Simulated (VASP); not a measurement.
# TlCl (Pm-3m) in VASP: a series of runs, part 2 of 2

VASP 6.6.1.

### 4 Relaxation of cell and atoms, r2SCAN, target pressure 2 GPa, at which the enthalpy is minimised

File POSCAR:

```
TlCl
1.0
    3.8370137808      0.0000000000      0.0000000000
    0.0000000000      3.8370137808      0.0000000000
    0.0000000000      0.0000000000      3.8370137808
Tl Cl
1 1
Direct
    0.0000000000      0.0000000000      0.0000000000
    0.5000000000      0.5000000000      0.5000000000
```

File INCAR.step1:

```
PREC = Accurate
ENCUT = 550
ISMEAR = 0
SIGMA = 0.01
LREAL = F
LASPH = T
NELM = 120
GGA = PE
ALGO = Normal
EDIFF = 1E-5
LWAVE = T
LCHARG = F
GGA_COMPAT = F
IBRION = 2
ISIF = 3
EDIFFG = -0.005
NELMIN = 4
NSW = 100
```

File INCAR.step2:

```
PREC = Accurate
ENCUT = 550
EDIFF = 1E-7
ISMEAR = 0
SIGMA = 0.01
LREAL = F
LASPH = T
NELM = 120
ALGO = Normal
ISIF = 3
LWAVE = F
LCHARG = F
METAGGA = R2SCAN
LMIXTAU = T
IBRION = 2
NSW = 100
EDIFFG = -0.002
PSTRESS = 20.0
ISTART = 1
GGA_COMPAT = F
NELMIN = 4
```

File KPOINTS:

```
regular mesh
0
Gamma
  6 6 6
```

Potentials or basis: VASP PAW PBE potentials, release 64 (Tl_d, Cl).

Launch:

```sh
> cat potpaw_PBE.64/Tl_d/POTCAR potpaw_PBE.64/Cl/POTCAR > POTCAR
> cp INCAR.step1 INCAR
> mpirun -np 1 vasp_std > vasp.out
> cp INCAR.step2 INCAR
> mpirun -np 1 vasp_std > vasp.out
```

OUTCAR:

```text
PREC = Accurate
   ENCUT = 550
   EDIFF = 1E-7
   ISMEAR = 0
   LREAL = F
   LASPH = T
   NELM = 120
   ISIF = 3
   METAGGA = R2SCAN
   IBRION = 2
   NSW = 100
   EDIFFG = -0.002
   PSTRESS = 20.0
   ISTART = 1
   NELMIN = 4

 ion  position               nearest neighbor table
   1  0.000  0.000  0.000-   2 3.32   2 3.32   2 3.32   2 3.32   2 3.32   2 3.32   2 3.32   2 3.32

   2  0.500  0.500  0.500-   1 3.32   1 3.32   1 3.32   1 3.32   1 3.32   1 3.32   1 3.32   1 3.32

  LATTYP: Found a simple cubic cell.
 ALAT       =     3.8370137808

  Lattice vectors:

 A1 = (   3.8370137808,   0.0000000000,   0.0000000000)
 A2 = (   0.0000000000,   3.8370137808,   0.0000000000)
 A3 = (   0.0000000000,   0.0000000000,   3.8370137808)

Analysis of symmetry for initial positions (statically):
=====================================================================
 Subroutine PRICEL returns:
 Original cell was already a primitive cell.

 Routine SETGRP: Setting up the symmetry group for a
 simple cubic supercell.

 Subroutine GETGRP returns: Found 48 space group operations
 (whereof 48 operations were pure point group operations)
 out of a pool of 48 trial point group operations.

The static configuration has the point symmetry O_h .

Analysis of symmetry for dynamics (positions and initial velocities):
=====================================================================
 Subroutine PRICEL returns:
 Original cell was already a primitive cell.

 Routine SETGRP: Setting up the symmetry group for a
 simple cubic supercell.

 Subroutine GETGRP returns: Found 48 space group operations
 (whereof 48 operations were pure point group operations)
 out of a pool of 48 trial point group operations.

The dynamic configuration has the point symmetry O_h .

 Subroutine INISYM returns: Found 48 space group operations
 (whereof 48 operations are pure point group operations),
 and found     1 'primitive' translations

----------------------------------------------------------------------------------------

                                     Primitive cell

  volume of cell :      56.4911

  direct lattice vectors                    reciprocal lattice vectors
     3.837013781  0.000000000  0.000000000     0.260619340  0.000000000  0.000000000
     0.000000000  3.837013781  0.000000000     0.000000000  0.260619340  0.000000000
     0.000000000  0.000000000  3.837013781     0.000000000  0.000000000  0.260619340

  length of vectors
     3.837013781  3.837013781  3.837013781     0.260619340  0.260619340  0.260619340

  position of ions in fractional coordinates (direct lattice)
     0.000000000  0.000000000  0.000000000
     0.500000000  0.500000000  0.500000000

  ion indices of the primitive-cell ions
   primitive index   ion index
                 1           1
                 2           2

----------------------------------------------------------------------------------------

 KPOINTS: regular mesh

Automatic generation of k-mesh.
 Grid dimensions read from file:
 generate k-points for:    6    6    6

 Generating k-lattice:

  Cartesian coordinates                     Fractional coordinates (reciprocal lattice)
     0.043436557  0.000000000  0.000000000     0.166666667  0.000000000  0.000000000
     0.000000000  0.043436557  0.000000000     0.000000000  0.166666667  0.000000000
     0.000000000  0.000000000  0.043436557     0.000000000  0.000000000  0.166666667

  Length of vectors
     0.043436557  0.043436557  0.043436557

  Shift w.r.t. Gamma in fractional coordinates (k-lattice)
     0.000000000  0.000000000  0.000000000

 Subroutine IBZKPT returns following result:
 ===========================================

 Found     20 irreducible k-points:

 Following reciprocal coordinates:
            Coordinates               Weight
  0.000000  0.000000  0.000000      1.000000
  0.166667  0.000000  0.000000      6.000000
  0.333333  0.000000  0.000000      6.000000
  0.500000  0.000000  0.000000      3.000000
  0.166667  0.166667  0.000000     12.000000
  0.333333  0.166667  0.000000     24.000000
[... 12 lines left out ...]
  0.500000  0.500000  0.333333      6.000000
  0.500000  0.500000  0.500000      1.000000
   k-points           NKPTS =     20   k-points in BZ     NKDIM =     20   number of bands    NBANDS=     14
   number of dos      NEDOS =    301   number of ions     NIONS =      2
   total plane-waves  NPLWV =  27000
   dimension x,y,z NGX =    30 NGY =   30 NGZ =   30
   dimension x,y,z NGXF=    60 NGYF=   60 NGZF=   60
   ions per type =               1   1
   NGX,Y,Z   is equivalent  to a cutoff of  13.00, 13.00, 13.00 a.u.
   NGXF,Y,Z  is equivalent  to a cutoff of  26.00, 26.00, 26.00 a.u.
 SYSTEM =  unknown system
   PREC   = accura    normal or accurate (medium, high low for compatibility)
   ISTART =      1    job   : 0-new  1-cont  2-samecut
   ICHARG =      0    charge: 1-file 2-atom 10-const
   ISPIN  =      1    spin polarized calculation?
   LNONCOLLINEAR =      F non collinear calculations
   LSORBIT =      F    spin-orbit coupling
   LASPH  =      T    aspherical Exc in radial PAW
   ENCUT  =  550.0 eV  40.42 Ry    6.36 a.u.   7.34  7.34  7.34*2*pi/ulx,y,z
   NELM   =    120;   NELMIN=  4; NELMDL=  0     # of ELM steps
   EDIFF  = 0.1E-06   stopping-criterion for ELM
   LREAL  =      F    real-space projection
   EDIFFG = -.2E-02   stopping-criterion for IOM
   NSW    =    100    number of steps for IOM
   IBRION =      2    ionic relax: 0-MD 1-quasi-New 2-CG
   NFREE  =      1    steps in history (QN), initial steepest desc. (CG)
   ISIF   =      3    stress and relaxation
   ISYM   =      2    0-nonsym 1-usesym 2-fastsym
   POTIM  = 0.5000    time-step for ionic-motion
   TEBEG  =    0.0;   TEEND  =   0.0 temperature during run
   PSTRESS=   20.0 pullay stress
   NELECT =      20.0000    total number of electrons
   NUPDOWN=      -1.0000    fix difference up-down
   EMIN   =  10.00;   EMAX   =-10.00  energy-range for DOS
   EFERMI =   0.00;   METHOD = LEGACY
   ISMEAR =     0;   SIGMA  =   0.01  broadening in eV -4-tet -1-fermi 0-gaus
   EFERMI_NEDOS =   21; number of points for ismear=-14 and -15
   IALGO  =     38    algorithm
   IMIX   =      4    mixing-type and parameters
     AMIX     =   0.40;   BMIX     =  1.00
     AMIX_MAG =   1.60;   BMIX_MAG =  1.00
  volume/ion in A,a.u.               =      28.25       190.61
  Fermi-wavevector in a.u.,A,eV,Ry     =   1.158132  2.188553 18.249089  1.341270
  Thomas-Fermi vector in A             =   2.294737
   LORBIT       =      0    0 simple, 1 ext, 2 COOP (PROOUT), +10 PAW based schemes
   METAGGA = R2SCAN    functional components
   LHFCALC =     F    Hartree Fock is set to
   AEXX    =    0.0000 exact exchange contribution
   IVDW    =     0    specifies the selected vdW correction
   LEPSILON=     F    determine dielectric tensor
   LRPA    =     F    only Hartree local field effects (RPA)
 conjugate gradient relaxation of ions
 non-spin polarized calculation
 Gauss-broadening in eV      SIGMA  =   0.01
  energy-cutoff  :      550.00
  volume of cell :       56.49
 maximum number of plane-waves:      1675
 NGX is ok and might be reduce to    30
   NGX = 15   NGY = 15   NGZ = 15

--------------------------------------- Ionic step        1  -------------------------------------------

 number of electron      20.0000005 magnetization

 Free energy of the ion-electron system (eV)
  ---------------------------------------------------
  ext. energy  EPLUGINS =         0.00000000
  ---------------------------------------------------
  free energy    TOTEN  =       -61.54948352 eV

  energy without entropy =      -61.54948352  energy(sigma->0) =      -61.54948352

------------------------ aborting loop because EDIFF is reached ----------------------------------------

  FORCE on cell =-STRESS in cart. coord.  units (eV):
  Direction    XX          YY          ZZ          XY          YZ          ZX
  --------------------------------------------------------------------------------------
  -------------------------------------------------------------------------------------
  Total       -0.0063678     -0.0063678     -0.0063678      0.0000000      0.0000000      0.0000000
  in kB       -0.1806014     -0.1806014     -0.1806014      0.0000000      0.0000000      0.0000000
  external PRESSURE =     -20.1806014 kB  Pullay stress =      20.0000000 kB
[... 137 lines left out ...]
  enthalpy is  TOTEN    =       -60.8664931466 eV   P V=        0.6631017900

--------------------------------------- Ionic step        5  -------------------------------------------

 number of electron      20.0000002 magnetization

 Free energy of the ion-electron system (eV)
  ---------------------------------------------------
  ext. energy  EPLUGINS =         0.00000000
  ---------------------------------------------------
  free energy    TOTEN  =       -61.53026474 eV

  energy without entropy =      -61.53026474  energy(sigma->0) =      -61.53026474

 E-fermi :   3.2046     XC(G=0):  -9.9296

 val. band max:        3.1238140088   @ k =   0.5000   0.0000   0.0000
 cond. band min:       5.4796792600   @ k =   0.5000   0.0000   0.0000
 fundamental gap:      2.3558652512
 Fermi energy:         3.2045952662

 k-point     1 :       0.0000    0.0000    0.0000
  band No.  band energies     occupation
      1     -11.6916      2.00000
      2      -7.3133      2.00000
      3      -7.3133      2.00000
      4      -7.0186      2.00000
      5      -7.0186      2.00000
      6      -7.0186      2.00000
      7      -1.5396      2.00000
      8       1.2124      2.00000
      9       1.2124      2.00000
     10       1.2124      2.00000
     11      11.3305      0.00000
     12      11.3305      0.00000
     13      11.6906      0.00000
     14      11.6906      0.00000
[... 350 lines left out ...]
  FREE ENERGIE OF THE ION-ELECTRON SYSTEM (eV)
  ---------------------------------------------------
  free  energy   TOTEN  =       -61.5302647391 eV

  energy  without entropy=      -61.5302647391  energy(sigma->0) =      -61.53026474

  enthalpy is  TOTEN    =       -60.8664977023 eV   P V=        0.6637670368

 reached required accuracy - stopping structural energy minimisation
```

Run time: 3 min. Hardware: 1 thread of Intel Xeon 6975P-C (Granite Rapids), shared host; peak memory 0.18 GiB.

What came out:

```
Free energy                                            : -61.5303 eV
Relaxed volume                                         : 26.59 Å³/atom
Relaxed cell                                           : a = 3.760 Å, b = 3.760 Å, c = 3.760 Å, α = 90.00°, β = 90.00°, γ = 90.00°
Space group after relaxing (to 0.05 Å)                 : Pm-3m (No. 221)
Energy change on relaxing (the enthalpy is what falls) : +9.6 meV/atom
Ionic steps                                            : 5
Pressure after relaxing                                : 2.0 GPa
Band gap on the k mesh                                 : 2.36 eV, direct
```

Step by step:
```
step  energy change (eV)  largest force (eV/Å)  pressure (GPa)  volume (Å³)
   1              0.0000                0.0000           -0.02        56.49
   2              0.0140                0.0000            1.67        53.63
   3              0.0191                0.0000            1.98        53.19
   4              0.0199                0.0000            2.04        53.12
   5              0.0192                0.0000            1.99        53.17
```

Final structure:
```
Tl Cl
1.0
     3.76038    0.00000    0.00000
     0.00000    3.76038    0.00000
     0.00000    0.00000    3.76038
Tl Cl
1 1
Direct
  0.00000 0.00000 0.00000
  0.50000 0.50000 0.50000
```

Caveat: the cell is relaxed towards a set pressure, so the enthalpy falls and the energy may rise; the PAW data sets were made with another functional, which shifts forces and pressure a little; spin-orbit coupling is left out, which moves the levels of the heavy elements. A k mesh can miss the band edges.

### 5 Summary

| task | cell | k mesh | smearing | gap on the mesh (eV) | pressure (GPa) |
| --- | --- | --- | --- | --- | --- |
| single point | as given | 10 × 10 × 10 | fermi-dirac 0.1 eV | 2.51 | 0.0 |
| relaxation of cell and atoms | relaxed to -2 GPa | 6 × 6 × 6 | gaussian 0.01 eV | 2.70 | -2.0 |
| relaxation of cell and atoms | relaxed to 2 GPa | 6 × 6 × 6 | gaussian 0.01 eV | 2.36 | 2.0 |

Alike in all rows: level r2SCAN; potentials or basis VASP PAW PBE potentials, release 64 (Tl_d, Cl); no spin polarisation; cutoff (eV) 550.

Caveats: the PAW data sets were made with another functional, which shifts forces and pressure a little; spin-orbit coupling is left out, which moves the levels of the heavy elements; the cell is relaxed towards a set pressure, so the enthalpy falls and the energy may rise (some runs).

Absolute energies hang on the potentials; compare differences alone.
